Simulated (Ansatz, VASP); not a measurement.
**GaCo: VASP beside Ansatz**

Contents of INCAR:

```
SYSTEM = GaCo
PREC = Accurate
ENCUT = 520
EDIFF = 1E-6
ISMEAR = -1
SIGMA = 0.05
LREAL = .FALSE.
LASPH = .TRUE.
NELM = 150
ALGO = Normal
ISIF = 2
LWAVE = .FALSE.
LCHARG = .TRUE.
ISPIN = 2
MAGMOM = 0 4
LORBIT = 11
NUPDOWN = 4.0
LMAXMIX = 4
GGA = PE
LELF = .TRUE.
LVHAR = .TRUE.
NBANDS = 22
```

KPOINTS

```
regular mesh
0
G
  8 8 8
  0 0 0
```

File POSCAR:

```
GaCo
1.0
    2.8780000000      0.0000000000      0.0000000000
    0.0000000000      2.8780000000      0.0000000000
    0.0000000000      0.0000000000      2.8780000000
Ga Co
1 1
Direct
    0.5000000000      0.5000000000      0.5000000000
    0.0000000000      0.0000000000      0.0000000000
```

The input input.yaml:

```yaml
crystal:
  lattice:
    - [2.878, 0.0, 0.0]
    - [0.0, 2.878, 0.0]
    - [0.0, 0.0, 2.878]
  atoms:
    - { symbol: Ga, position: [0.5, 0.5, 0.5] }
    - { symbol: Co, position: [0.0, 0.0, 0.0], spin: 4.0 }
hamiltonian:
  xc: pbe
  pseudopotentials: { kind: paw }
magnetization:
  spin_polarized: true
  initial_magnetization: 4.0
  spin_locking: { lock_magnetization: hard }
kpoints:
  mp_grid: { grid: [8, 8, 8] }
scf:
  occupations: { method: fermi_dirac, width: 0.05 }
  lower_state_search: "off"
output:
  forces: true
  stress: true
  eigenvalues: true
```

Alike in both runs: task single point; functional PBE; k mesh 8 × 8 × 8; occupations fermi-dirac, width 0.05 eV; collinear spin; fixed moment 4 μB.

|  | VASP | Ansatz |
| --- | --- | --- |
| version | VASP 6.6.1 | Ansatz 0.2.0 |
| potentials or method | VASP PAW PBE potentials, release 64 (Ga_d, Co) | Ansatz PAW |
| plane-wave cutoff (eV) | 520 | 420 |
| valence electrons in the cell | 22 | 30 |

Ansatz gave:

* net moment per atom (μB): 2.00
* size of the moment on the site where the two differ most (μB): 0.44

**Question.** Estimate VASP's values.

**Answer.** net moment per atom (μB): 2.00; size of the moment on the site where the two differ most (μB): 0.62.

Site moments also hang on the region over which each program counts them. VASP's potentials hold 22 valence electrons a cell and Ansatz's 30, so a difference there can come from the potentials and not from the codes.
